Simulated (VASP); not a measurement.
# MnAs (F-43m) in VASP: single point with PBE

Aim: the single point of MnAs with PBE.

Everything below comes from runs of VASP 6.6.1. Logs are shortened: lines on timing, memory, paths and dates and some standing lists are left out, and cuts for length are marked.

**1. The cell of the first run**

The structure is cubic, space group F-43m (No. 216). The conventional cell has a = 5.660 Å, b = 5.660 Å, c = 5.660 Å, α = 90.00°, β = 90.00°, γ = 90.00°. Within 3.2 Å of Mn (site symmetry -43m) lie 4 As at 2.45 Å. As (site symmetry -43m) has 4 Mn at 2.45 Å within 3.2 Å.

**2. Single point, PBE, collinear spin, ferromagnetic start**

Input file POSCAR:

```
MnAs
1.0
    0.0000000000      2.8299541856      2.8299541856
    2.8299541856      0.0000000000      2.8299541856
    2.8299541856      2.8299541856      0.0000000000
Mn As
1 1
Direct
    0.0000000000      0.0000000000      0.0000000000
    0.2500000000      0.2500000000      0.2500000000
```

Input file INCAR.step1:

```
SYSTEM = MnAs
PREC = Accurate ; ENCUT = 520
EDIFF = 1E-7 ; ISMEAR = 0
SIGMA = 0.05 ; LREAL = .False.
LASPH = .True. ; NELM = 150
ALGO = Normal ; ISIF = 2
LWAVE = .False. ; LCHARG = .True.
ISPIN = 2 ; MAGMOM = 3.88 0
LMAXMIX = 4 ; GGA = PE
NBANDS = 20
```

Input file KPOINTS.step1:

```
Automatic mesh
0
Gamma
  12 12 12
  0 0 0
```

Input file INCAR.step2:

```
SYSTEM = MnAs
PREC = Accurate ; ENCUT = 520
EDIFF = 1E-7 ; ISMEAR = -5
SIGMA = 0.05 ; LREAL = .False.
LASPH = .True. ; NELM = 150
ALGO = Normal ; ISIF = 2
LWAVE = .False. ; LCHARG = .False.
ISPIN = 2 ; MAGMOM = 3.88 0
LORBIT = 11 ; LMAXMIX = 4
GGA = PE ; NEDOS = 1001
ICHARG = 11
```

Input file KPOINTS.step2:

```
Automatic mesh
0
Gamma
  18 18 18
  0 0 0
```

Potentials or basis: VASP PAW PBE potentials, release 64 (Mn_pv, As).

Started as:

```console
> cat potpaw_PBE.64/Mn_pv/POTCAR potpaw_PBE.64/As/POTCAR > POTCAR
> cp INCAR.step1 INCAR
> cp KPOINTS.step1 KPOINTS
> mpirun -np 1 vasp_std > vasp.out
> cp INCAR.step2 INCAR
> cp KPOINTS.step2 KPOINTS
> mpirun -np 1 vasp_std > vasp.out
```

OUTCAR:

```text
SYSTEM = MnAs
   PREC = Accurate
   ENCUT = 520
   EDIFF = 1E-7
   ISMEAR = -5
   LREAL = .False.
   LASPH = .True.
   NELM = 150
   ISIF = 2
   ISPIN = 2
   LORBIT = 11
   GGA = PE
   ICHARG = 11

 ion  position               nearest neighbor table
   1  0.000  0.000  0.000-   2 2.45   2 2.45   2 2.45   2 2.45
   2  0.250  0.250  0.250-   1 2.45   1 2.45   1 2.45   1 2.45

  LATTYP: Found a face centered cubic cell.
 ALAT       =     5.6599083712

  Lattice vectors:

 A1 = (   0.0000000000,   2.8299541856,   2.8299541856)
 A2 = (   2.8299541856,   0.0000000000,   2.8299541856)
 A3 = (   2.8299541856,   2.8299541856,   0.0000000000)

Analysis of symmetry for initial positions (statically):
=====================================================================
 Subroutine PRICEL returns:
 Original cell was already a primitive cell.

 Routine SETGRP: Setting up the symmetry group for a
 face centered cubic supercell.

 Subroutine GETGRP returns: Found 24 space group operations
 (whereof 24 operations were pure point group operations)
 out of a pool of 48 trial point group operations.

The static configuration has the point symmetry T_d .

Analysis of symmetry for dynamics (positions and initial velocities):
=====================================================================
 Subroutine PRICEL returns:
 Original cell was already a primitive cell.

 Routine SETGRP: Setting up the symmetry group for a
 face centered cubic supercell.

 Subroutine GETGRP returns: Found 24 space group operations
 (whereof 24 operations were pure point group operations)
 out of a pool of 48 trial point group operations.

The dynamic configuration has the point symmetry T_d .

Analysis of structural, dynamic, and magnetic symmetry:
=====================================================================
 Subroutine PRICEL returns:
 Original cell was already a primitive cell.

 Routine SETGRP: Setting up the symmetry group for a
 face centered cubic supercell.

 Subroutine GETGRP returns: Found 24 space group operations
 (whereof 24 operations were pure point group operations)
 out of a pool of 48 trial point group operations.

The overall configuration has the point symmetry T_d .

 Subroutine INISYM returns: Found 24 space group operations
 (whereof 24 operations are pure point group operations),
 and found     1 'primitive' translations

----------------------------------------------------------------------------------------

                                     Primitive cell

  volume of cell :      45.3282

  direct lattice vectors                    reciprocal lattice vectors
     0.000000000  2.829954186  2.829954186    -0.176681305  0.176681305  0.176681305
     2.829954186  0.000000000  2.829954186     0.176681305 -0.176681305  0.176681305
     2.829954186  2.829954186  0.000000000     0.176681305  0.176681305 -0.176681305

  length of vectors
     4.002159590  4.002159590  4.002159590     0.306020998  0.306020998  0.306020998

  position of ions in fractional coordinates (direct lattice)
     0.000000000  0.000000000  0.000000000
     0.250000000  0.250000000  0.250000000

  ion indices of the primitive-cell ions
   primitive index   ion index
                 1           1
                 2           2

----------------------------------------------------------------------------------------

 KPOINTS: Automatic mesh

Automatic generation of k-mesh.
 Grid dimensions read from file:
 generate k-points for:   18   18   18

 Generating k-lattice:

  Cartesian coordinates                     Fractional coordinates (reciprocal lattice)
    -0.009815628  0.009815628  0.009815628     0.055555556  0.000000000  0.000000000
     0.009815628 -0.009815628  0.009815628     0.000000000  0.055555556  0.000000000
     0.009815628  0.009815628 -0.009815628     0.000000000  0.000000000  0.055555556

  Length of vectors
     0.017001167  0.017001167  0.017001167

  Shift w.r.t. Gamma in fractional coordinates (k-lattice)
     0.000000000  0.000000000  0.000000000

 TETIRR: Found    806 inequivalent tetrahedra from    34992

[... 38 lines left out ...]
   NGX,Y,Z   is equivalent  to a cutoff of  12.46, 12.46, 12.46 a.u.
   NGXF,Y,Z  is equivalent  to a cutoff of  24.92, 24.92, 24.92 a.u.
 SYSTEM =  MnAs
   PREC   = accura    normal or accurate (medium, high low for compatibility)
   ISTART =      0    job   : 0-new  1-cont  2-samecut
   ICHARG =     11    charge: 1-file 2-atom 10-const
   ISPIN  =      2    spin polarized calculation?
   LNONCOLLINEAR =      F non collinear calculations
   LSORBIT =      F    spin-orbit coupling
   LASPH  =      T    aspherical Exc in radial PAW
   ENCUT  =  520.0 eV  38.22 Ry    6.18 a.u.   7.44  7.44  7.44*2*pi/ulx,y,z
   NELM   =    150;   NELMIN=  2; NELMDL=  0     # of ELM steps
   EDIFF  = 0.1E-06   stopping-criterion for ELM
   LREAL  =      F    real-space projection
   EDIFFG = 0.1E-05   stopping-criterion for IOM
   NSW    =      0    number of steps for IOM
   IBRION =     -1    ionic relax: 0-MD 1-quasi-New 2-CG
   NFREE  =      0    steps in history (QN), initial steepest desc. (CG)
   ISIF   =      2    stress and relaxation
   ISYM   =      2    0-nonsym 1-usesym 2-fastsym
   POTIM  = 0.5000    time-step for ionic-motion
   TEBEG  =    0.0;   TEEND  =   0.0 temperature during run
   PSTRESS=    0.0 pullay stress
   NELECT =      18.0000    total number of electrons
   NUPDOWN=      -1.0000    fix difference up-down
   EMIN   =  10.00;   EMAX   =-10.00  energy-range for DOS
   EFERMI =   0.00;   METHOD = LEGACY
   ISMEAR =    -5;   SIGMA  =   0.05  broadening in eV -4-tet -1-fermi 0-gaus
   EFERMI_NEDOS =   21; number of points for ismear=-14 and -15
   IALGO  =     38    algorithm
   IMIX   =      4    mixing-type and parameters
     AMIX     =   0.40;   BMIX     =  1.00
     AMIX_MAG =   1.60;   BMIX_MAG =  1.00
  volume/ion in A,a.u.               =      22.66       152.94
  Fermi-wavevector in a.u.,A,eV,Ry     =   1.203306  2.273920 19.700509  1.447947
  Thomas-Fermi vector in A             =   2.339064
   LORBIT       =     11    0 simple, 1 ext, 2 COOP (PROOUT), +10 PAW based schemes
   GGA     = PE    functional components
   LHFCALC =     F    Hartree Fock is set to
   AEXX    =    0.0000 exact exchange contribution
   IVDW    =     0    specifies the selected vdW correction
   LEPSILON=     F    determine dielectric tensor
   LRPA    =     F    only Hartree local field effects (RPA)
 spin polarized calculation
 Fermi weights with tetrahedron method with Bloechl corrections
  energy-cutoff  :      520.00
  volume of cell :       45.33
 maximum number of plane-waves:      1243
 NGX is ok and might be reduce to    30

 number of electron      17.9999995 magnetization       3.7104978

 Free energy of the ion-electron system (eV)
  ---------------------------------------------------
  ext. energy  EPLUGINS =         0.00000000
  ---------------------------------------------------
  free energy    TOTEN  =       -13.31256690 eV

  energy without entropy =      -13.31256690  energy(sigma->0) =      -13.31256690

 E-fermi :   3.8638     XC(G=0):  -9.5809

 val. band max:        3.8566108723   @ k =  -0.4444   0.3333   0.0000
 cond. band min:       3.8432575310   @ k =   0.3889   0.2778   0.0000
 fundamental gap:     -0.0133533412
 Fermi energy:         3.8637547116

 spin component 1

 k-point     1 :       0.0000    0.0000    0.0000
  band No.  band energies     occupation
      1     -46.3774      1.00000
      2     -46.3774      1.00000
      3     -46.3774      1.00000
      4      -7.7531      1.00000
      5       0.0845      1.00000
      6       0.0845      1.00000
      7       0.0845      1.00000
      8       1.0897      1.00000
      9       1.0897      1.00000
     10       6.4697      0.00000
     11       6.4697      0.00000
     12       6.4697      0.00000
     13       6.9216      0.00000
     14      10.3401      0.00000
[... 403 lines left out ...]
      4      -7.2786      1.00000
      5      -0.2862      1.00000
      6       0.1988      1.00000
      7       0.2015      1.00000
      8       1.0686      1.00000
      9       1.1220      1.00000
     10       3.4545      1.06762
     11       5.2986      0.00000
     12       5.8449      0.00000
     13       8.3667      0.00000
     14      10.9802      0.00000
     15      11.0853      0.00000

 [... further k-points ...]

 spin component 2

 k-point     1 :       0.0000    0.0000    0.0000
  band No.  band energies     occupation
      1     -42.5369      1.00000
      2     -42.5369      1.00000
      3     -42.5369      1.00000
      4      -7.7526      1.00000
      5       1.8191      1.00000
      6       1.8191      1.00000
      7       1.8191      1.00000
      8       4.6680      0.00000
      9       4.6680      0.00000
     10       7.4757      0.00000
     11       7.9178      0.00000
     12       7.9178      0.00000
     13       7.9178      0.00000
     14      11.1033      0.00000
[... 403 lines left out ...]
      4      -7.3076      1.00000
      5       0.7582      1.00000
      6       1.8698      1.00000
      7       1.9413      1.00000
      8       4.5393      0.00000
      9       4.6605      0.00000
     10       5.7658      0.00000
     11       6.8817      0.00000
     12       7.3778      0.00000
     13       8.9961      0.00000
     14      11.7124      0.00000
     15      11.7794      0.00000

 [... further k-points ...]

------------------------ aborting loop because EDIFF is reached ----------------------------------------

  FORCE on cell =-STRESS in cart. coord.  units (eV):
  Direction    XX          YY          ZZ          XY          YZ          ZX
  --------------------------------------------------------------------------------------
  -------------------------------------------------------------------------------------
  Total        0.0501578      0.0501578      0.0501578      0.0000000      0.0000000     -0.0000000
  in kB        1.7728858      1.7728858      1.7728858      0.0000000      0.0000000     -0.0000000
  external PRESSURE =       1.7728858 kB  Pullay stress =       0.0000000 kB

 VOLUME and BASIS-vectors are now :
 -----------------------------------------------------------------------------
  energy-cutoff  :      520.00
  volume of cell :       45.33
      direct lattice vectors                 reciprocal lattice vectors
     0.000000000  2.829954186  2.829954186    -0.176681305  0.176681305  0.176681305
     2.829954186  0.000000000  2.829954186     0.176681305 -0.176681305  0.176681305
     2.829954186  2.829954186  0.000000000     0.176681305  0.176681305 -0.176681305

 POSITION                                       TOTAL-FORCE (eV/Angst)
 -----------------------------------------------------------------------------------
      0.00000      0.00000      0.00000         0.000000      0.000000      0.000000
      1.41498      1.41498      1.41498        -0.000000     -0.000000     -0.000000
 -----------------------------------------------------------------------------------
    total drift:                               -0.000001     -0.000001     -0.000001

  FREE ENERGIE OF THE ION-ELECTRON SYSTEM (eV)
  ---------------------------------------------------
  free  energy   TOTEN  =       -13.3125668955 eV

  energy  without entropy=      -13.3125668955  energy(sigma->0) =      -13.31256690

 total charge

# of ion       s       p       d       tot
------------------------------------------
    1        0.324   6.223   4.959  11.506
    2        1.228   1.568   0.033   2.829
--------------------------------------------------
tot          1.552   7.791   4.992  14.335

 magnetization (x)

# of ion       s       p       d       tot
------------------------------------------
    1        0.058   0.039   3.555   3.651
    2       -0.000  -0.180   0.018  -0.162
--------------------------------------------------
tot          0.057  -0.141   3.573   3.489
```

Run time: 3.4 min. Hardware: 1 thread of Intel Xeon Platinum 8488C (Sapphire Rapids), shared host; peak memory 0.34 GiB.

Results:

* Net moment: 3.71 μB per cell
* Site moments: Mn +3.65; As -0.16 μB
* Valence electrons inside the program's atomic spheres: Mn 11.51; As 2.83

Caveat: a cell with one magnetic atom can't hold antiferromagnetic order, which such compounds often take.
